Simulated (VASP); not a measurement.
# Sr5P2 (Immm) in VASP: single point with PBE

Aim: the single point of Sr5P2 with PBE.

Everything below comes from runs of VASP 6.6.1. Logs are shortened: lines on timing, memory, paths and dates and some standing lists are left out, and cuts for length are marked.

**1. The cell of the first run**

It takes space group Immm (No. 71, orthorhombic). The conventional cell has a = 6.688 Å, b = 6.940 Å, c = 8.708 Å, α = 90.00°, β = 90.00°, γ = 90.00°. Sr (site symmetry -1) has 6 Sr at 3.25 to 3.47 Å and 4 P at 3.25 Å within 4.3 Å. Within 4.3 Å of Sr (site symmetry mmm) lie 8 Sr at 3.25 Å and 2 P at 3.34 Å. Within 4.3 Å of P (site symmetry mmm) lie 10 Sr at 3.25 to 3.34 Å and 2 P at 3.47 Å. Within 4.3 Å of P (site symmetry mmm) lie 8 Sr at 3.25 Å and 2 P at 3.47 Å.

**2. Single point, PBE**

The input, INCAR:

```
  ALGO = Normal
  EDIFF = 1E-7
  ENCUT = 520
  GGA = PE
  ISIF = 2
  ISMEAR = 0
  LASPH = T
  LCHARG = T
  LELF = T
  LREAL = F
  LVHAR = T
  LWAVE = F
  NBANDS = 39
  NELM = 80
  PREC = Accurate
  SIGMA = 0.1
```

The input, KPOINTS:

```
k-points
0
Gamma
  4 4 4
```

The input, POSCAR:

```
Sr5P2
1.0
   -3.3438597400      3.4700244400      4.3538117600
    3.3438597400     -3.4700244400      4.3538117600
    3.3438597400      3.4700244400     -4.3538117600
Sr P
5 2
Direct
    0.0000000000      0.0000000000      0.5000000000
    0.5000000000      0.5000000000      0.5000000000
    0.0000000000      0.5000000000      0.0000000000
    0.5000000000      0.0000000000      0.0000000000
    0.5000000000      0.5000000000      0.0000000000
    0.5000000000      0.0000000000      0.5000000000
    0.0000000000      0.0000000000      0.0000000000
```

Potentials or basis: VASP PAW PBE potentials, release 64 (Sr_sv, P).

On the command line:

```console
> cat potpaw_PBE.64/Sr_sv/POTCAR potpaw_PBE.64/P/POTCAR > POTCAR
> mpirun -np 1 vasp_std > vasp.out
```

OUTCAR:

```text
EDIFF = 1E-7
   ENCUT = 520
   GGA = PE
   ISIF = 2
   ISMEAR = 0
   LASPH = T
   LREAL = F
   NELM = 80
   PREC = Accurate

 ion  position               nearest neighbor table
   1  0.000  0.000  0.500-   5 3.25   6 3.25   7 3.25   7 3.25   6 3.25   5 3.25   3 3.34   3 3.34
                             4 3.47   4 3.47   2 4.35   2 4.35   2 4.82   2 4.82   2 4.82   2 4.82
   2  0.500  0.500  0.500-   5 3.25   6 3.25   7 3.25   5 3.25   6 3.25   7 3.25   4 3.34   4 3.34
                             3 3.47   3 3.47   1 4.35   1 4.35   1 4.82   1 4.82   1 4.82   1 4.82
   3  0.000  0.500  0.000-   5 3.25   6 3.25   7 3.25   7 3.25   5 3.25   6 3.25   1 3.34   1 3.34
                             2 3.47   2 3.47   4 4.35   4 4.35   4 4.82   4 4.82   4 4.82   4 4.82
   4  0.500  0.000  0.000-   5 3.25   6 3.25   7 3.25   6 3.25   5 3.25   7 3.25   2 3.34   2 3.34
                             1 3.47   1 3.47   3 4.35   3 4.35   3 4.82   3 4.82   3 4.82   3 4.82
   5  0.500  0.500  0.000-   1 3.25   2 3.25   3 3.25   4 3.25   2 3.25   4 3.25   3 3.25   1 3.25
                             6 3.34   6 3.34
   6  0.500  0.000  0.500-   1 3.25   2 3.25   3 3.25   4 3.25   4 3.25   2 3.25   1 3.25   3 3.25
                             5 3.34   5 3.34
   7  0.000  0.000  0.000-   1 3.25   2 3.25   3 3.25   4 3.25   1 3.25   3 3.25   4 3.25   2 3.25

  LATTYP: Found a body centered orthorhombic cell.
 ALAT       =     6.6877194800
 B/A-ratio  =     1.0377302608
 C/A-ratio  =     1.3020318131

  Lattice vectors:

 A1 = (  -3.3438597400,   3.4700244400,   4.3538117600)
 A2 = (   3.3438597400,  -3.4700244400,   4.3538117600)
 A3 = (   3.3438597400,   3.4700244400,  -4.3538117600)

Analysis of symmetry for initial positions (statically):
=====================================================================
 Subroutine PRICEL returns:
 Original cell was already a primitive cell.

 Routine SETGRP: Setting up the symmetry group for a
 body centered orthorhombic supercell.

 Subroutine GETGRP returns: Found  8 space group operations
 (whereof  8 operations were pure point group operations)
 out of a pool of  8 trial point group operations.

The static configuration has the point symmetry D_2h.

Analysis of symmetry for dynamics (positions and initial velocities):
=====================================================================
 Subroutine PRICEL returns:
 Original cell was already a primitive cell.

 Routine SETGRP: Setting up the symmetry group for a
 body centered orthorhombic supercell.

 Subroutine GETGRP returns: Found  8 space group operations
 (whereof  8 operations were pure point group operations)
 out of a pool of  8 trial point group operations.

The dynamic configuration has the point symmetry D_2h.

 Subroutine INISYM returns: Found  8 space group operations
 (whereof  8 operations are pure point group operations),
 and found     1 'primitive' translations

----------------------------------------------------------------------------------------

                                     Primitive cell

  volume of cell :     202.0739

  direct lattice vectors                    reciprocal lattice vectors
    -3.343859740  3.470024440  4.353811760     0.000000000  0.144091204  0.114841897
     3.343859740 -3.470024440  4.353811760     0.149527803  0.000000000  0.114841897
     3.343859740  3.470024440 -4.353811760     0.149527803  0.144091204  0.000000000

  length of vectors
     6.494470295  6.494470295  6.494470295     0.184257799  0.188539717  0.207655578

  position of ions in fractional coordinates (direct lattice)
     0.000000000  0.000000000  0.500000000
     0.500000000  0.500000000  0.500000000
     0.000000000  0.500000000  0.000000000
     0.500000000  0.000000000  0.000000000
     0.500000000  0.500000000  0.000000000
     0.500000000  0.000000000  0.500000000
     0.000000000  0.000000000  0.000000000

  ion indices of the primitive-cell ions
   primitive index   ion index
                 1           1
                 2           2
                 3           3
                 4           4
                 5           5
                 6           6
                 7           7

----------------------------------------------------------------------------------------

 KPOINTS: k-points

Automatic generation of k-mesh.
 Grid dimensions read from file:
 generate k-points for:    4    4    4

 Generating k-lattice:

  Cartesian coordinates                     Fractional coordinates (reciprocal lattice)
     0.000000000  0.036022801  0.028710474     0.250000000  0.000000000  0.000000000
     0.037381951  0.000000000  0.028710474     0.000000000  0.250000000  0.000000000
     0.037381951  0.036022801  0.000000000     0.000000000  0.000000000  0.250000000

  Length of vectors
     0.046064450  0.047134929  0.051913894

  Shift w.r.t. Gamma in fractional coordinates (k-lattice)
     0.000000000  0.000000000  0.000000000

 Subroutine IBZKPT returns following result:
 ===========================================

 Found     18 irreducible k-points:

 Following reciprocal coordinates:
            Coordinates               Weight
  0.000000  0.000000  0.000000      1.000000
  0.250000  0.000000  0.000000      4.000000
  0.500000  0.000000  0.000000      2.000000
  0.000000  0.250000  0.000000      4.000000
  0.250000  0.250000  0.000000      8.000000
  0.500000  0.250000  0.000000      8.000000
[... 10 lines left out ...]
 -0.250000 -0.250000  0.250000      2.000000
  0.500000  0.500000  0.500000      1.000000
   k-points           NKPTS =     18   k-points in BZ     NKDIM =     18   number of bands    NBANDS=     39
   number of dos      NEDOS =    301   number of ions     NIONS =      7
   total plane-waves  NPLWV = 110592
   dimension x,y,z NGX =    48 NGY =   48 NGZ =   48
   dimension x,y,z NGXF=    96 NGYF=   96 NGZF=   96
   ions per type =               5   2
   NGX,Y,Z   is equivalent  to a cutoff of  12.29, 12.29, 12.29 a.u.
   NGXF,Y,Z  is equivalent  to a cutoff of  24.57, 24.57, 24.57 a.u.
 SYSTEM =  unknown system
   PREC   = accura    normal or accurate (medium, high low for compatibility)
   ISTART =      0    job   : 0-new  1-cont  2-samecut
   ICHARG =      2    charge: 1-file 2-atom 10-const
   ISPIN  =      1    spin polarized calculation?
   LNONCOLLINEAR =      F non collinear calculations
   LSORBIT =      F    spin-orbit coupling
   LASPH  =      T    aspherical Exc in radial PAW
   ENCUT  =  520.0 eV  38.22 Ry    6.18 a.u.  12.08 12.08 12.08*2*pi/ulx,y,z
   NELM   =     80;   NELMIN=  2; NELMDL= -5     # of ELM steps
   EDIFF  = 0.1E-06   stopping-criterion for ELM
   LREAL  =      F    real-space projection
   EDIFFG = 0.1E-05   stopping-criterion for IOM
   NSW    =      0    number of steps for IOM
   IBRION =     -1    ionic relax: 0-MD 1-quasi-New 2-CG
   NFREE  =      0    steps in history (QN), initial steepest desc. (CG)
   ISIF   =      2    stress and relaxation
   ISYM   =      2    0-nonsym 1-usesym 2-fastsym
   POTIM  = 0.5000    time-step for ionic-motion
   TEBEG  =    0.0;   TEEND  =   0.0 temperature during run
   PSTRESS=    0.0 pullay stress
   NELECT =      60.0000    total number of electrons
   NUPDOWN=      -1.0000    fix difference up-down
   EMIN   =  10.00;   EMAX   =-10.00  energy-range for DOS
   EFERMI =   0.00;   METHOD = LEGACY
   ISMEAR =     0;   SIGMA  =   0.10  broadening in eV -4-tet -1-fermi 0-gaus
   EFERMI_NEDOS =   21; number of points for ismear=-14 and -15
   IALGO  =     38    algorithm
   IMIX   =      4    mixing-type and parameters
     AMIX     =   0.40;   BMIX     =  1.00
     AMIX_MAG =   1.60;   BMIX_MAG =  1.00
  volume/ion in A,a.u.               =      28.87       194.81
  Fermi-wavevector in a.u.,A,eV,Ry     =   1.092166  2.063894 16.229380  1.192826
  Thomas-Fermi vector in A             =   2.228426
   LORBIT       =      0    0 simple, 1 ext, 2 COOP (PROOUT), +10 PAW based schemes
   GGA     = PE    functional components
   LHFCALC =     F    Hartree Fock is set to
   AEXX    =    0.0000 exact exchange contribution
   IVDW    =     0    specifies the selected vdW correction
   LEPSILON=     F    determine dielectric tensor
   LRPA    =     F    only Hartree local field effects (RPA)
 non-spin polarized calculation
 Gauss-broadening in eV      SIGMA  =   0.10
  energy-cutoff  :      520.00
  volume of cell :      202.07
 maximum number of plane-waves:      5485
   NGX = 25   NGY = 25   NGZ = 25

 number of electron      59.9999999 magnetization

 Free energy of the ion-electron system (eV)
  ---------------------------------------------------
  ext. energy  EPLUGINS =         0.00000000
  ---------------------------------------------------
  free energy    TOTEN  =       -18.27440019 eV

  energy without entropy =      -18.25008291  energy(sigma->0) =      -18.26224155

 E-fermi :   4.1300     XC(G=0):  -9.2036

 val. band max:        4.1123933146   @ k =   0.2500   0.0000   0.0000
 cond. band min:       4.1679812255   @ k =   0.2500   0.5000   0.0000
 fundamental gap:      0.0555879109
 Fermi energy:         4.1299543707

 k-point     1 :       0.0000    0.0000    0.0000
  band No.  band energies     occupation
      1     -32.1264      2.00000
      2     -31.8647      2.00000
      3     -31.8417      2.00000
      4     -31.8330      2.00000
      5     -31.7729      2.00000
      6     -15.1548      2.00000
[... 31 lines left out ...]
     38       6.4199      0.00000
     39       7.3799      0.00000

 k-point     2 :       0.2500    0.0000    0.0000
  band No.  band energies     occupation
      1     -32.1070      2.00000
      2     -31.8788      2.00000
      3     -31.8484      2.00000
      4     -31.8244      2.00000
      5     -31.7819      2.00000
      6     -15.0595      2.00000
[... 31 lines left out ...]
     38       6.2808      0.00000
     39       6.7034      0.00000

 k-point     3 :       0.5000    0.0000    0.0000
  band No.  band energies     occupation
      1     -32.0834      2.00000
      2     -31.9013      2.00000
      3     -31.8509      2.00000
      4     -31.8034      2.00000
      5     -31.8032      2.00000
      6     -15.0001      2.00000
[... 31 lines left out ...]
     38       6.1914      0.00000
     39       6.6933      0.00000

 k-point     4 :       0.0000    0.2500    0.0000
  band No.  band energies     occupation
      1     -32.1057      2.00000
      2     -31.8593      2.00000
      3     -31.8516      2.00000
      4     -31.8377      2.00000
      5     -31.7866      2.00000
      6     -15.0426      2.00000
[... 31 lines left out ...]
     38       6.6904      0.00000
     39       6.7642      0.00000
[... 502 lines left out ...]
     38       6.3341      0.00000
     39       6.4991      0.00000

 k-point    17 :      -0.2500   -0.2500    0.2500
  band No.  band energies     occupation
      1     -32.0912      2.00000
      2     -31.8771      2.00000
      3     -31.8670      2.00000
      4     -31.8352      2.00000
      5     -31.7710      2.00000
      6     -14.9576      2.00000
[... 31 lines left out ...]
     38       6.4273      0.00000
     39       6.5529      0.00000

 k-point    18 :       0.5000    0.5000    0.5000
  band No.  band energies     occupation
      1     -32.0358      2.00000
      2     -31.9327      2.00000
      3     -31.8693      2.00000
      4     -31.8375      2.00000
      5     -31.7691      2.00000
      6     -14.5859      2.00000
[... 31 lines left out ...]
     38       6.3271      0.00000
     39       6.5671      0.00000

------------------------ aborting loop because EDIFF is reached ----------------------------------------

  FORCE on cell =-STRESS in cart. coord.  units (eV):
  Direction    XX          YY          ZZ          XY          YZ          ZX
  --------------------------------------------------------------------------------------
  -------------------------------------------------------------------------------------
  Total        7.9807401     13.0485199      1.0283053      0.0000000      0.0000000      0.0000000
  in kB       63.2766564    103.4574116      8.1530937      0.0000000      0.0000000      0.0000000
  external PRESSURE =      58.2957206 kB  Pullay stress =       0.0000000 kB

 VOLUME and BASIS-vectors are now :
 -----------------------------------------------------------------------------
  energy-cutoff  :      520.00
  volume of cell :      202.07
      direct lattice vectors                 reciprocal lattice vectors
    -3.343859740  3.470024440  4.353811760     0.000000000  0.144091204  0.114841897
     3.343859740 -3.470024440  4.353811760     0.149527803  0.000000000  0.114841897
     3.343859740  3.470024440 -4.353811760     0.149527803  0.144091204  0.000000000

 POSITION                                       TOTAL-FORCE (eV/Angst)
 -----------------------------------------------------------------------------------
      1.67193      1.73501     -2.17691        -0.000000     -0.000000      0.000000
      1.67193      1.73501      2.17691         0.000000     -0.000000     -0.000000
      1.67193     -1.73501      2.17691         0.000000      0.000000      0.000000
     -1.67193      1.73501      2.17691         0.000000     -0.000000      0.000000
      0.00000      0.00000      4.35381        -0.000000      0.000000      0.000000
      0.00000      3.47002      0.00000        -0.000000     -0.000000      0.000000
      0.00000      0.00000      0.00000         0.000000     -0.000000      0.000000
 -----------------------------------------------------------------------------------
    total drift:                                0.000000      0.000000     -0.000000

  FREE ENERGIE OF THE ION-ELECTRON SYSTEM (eV)
  ---------------------------------------------------
  free  energy   TOTEN  =       -18.2744001872 eV

  energy  without entropy=      -18.2500829080  energy(sigma->0) =      -18.26224155
```

Run time: 2.9 min. Hardware: 1 thread of AMD EPYC 9R45 (Zen 5), shared host; peak memory 0.34 GiB.

What came out:

```
Free energy            : -18.2744 eV
Pressure               : 5.8 GPa
Band gap on the k mesh : zero (band 30 reaches 4.49 eV, above the bottom of band 31 at 3.39 eV)
```

Stress tensor (GPa, compression positive):
```
 6.33  0.00  0.00
 0.00 10.35  0.00
 0.00  0.00  0.82
```

Levels at points of the mesh, in eV from the Fermi level:
```csv
k point,band 26,band 27,band 28,band 29,band 30,band 31,band 32,band 33,band 34,band 35
"(0.00, 0.00, 0.00)",-1.99,-1.56,-1.54,-1.18,-0.84,-0.74,-0.42,-0.08,0.13,0.97
"(0.50, 0.00, 0.00)",-1.99,-1.74,-1.58,-1.12,-0.58,0.14,0.25,0.25,0.87,1.50
"(0.00, 0.50, 0.00)",-2.47,-2.02,-0.56,-0.30,0.22,0.38,0.61,0.92,0.99,1.47
"(0.50, 0.50, 0.00)",-2.45,-1.92,-1.54,-0.81,0.11,0.27,0.33,1.21,1.52,1.64
"(0.50, 0.50, 0.50)",-2.96,-2.12,-0.28,0.07,0.25,0.27,0.75,0.98,1.14,1.30
```
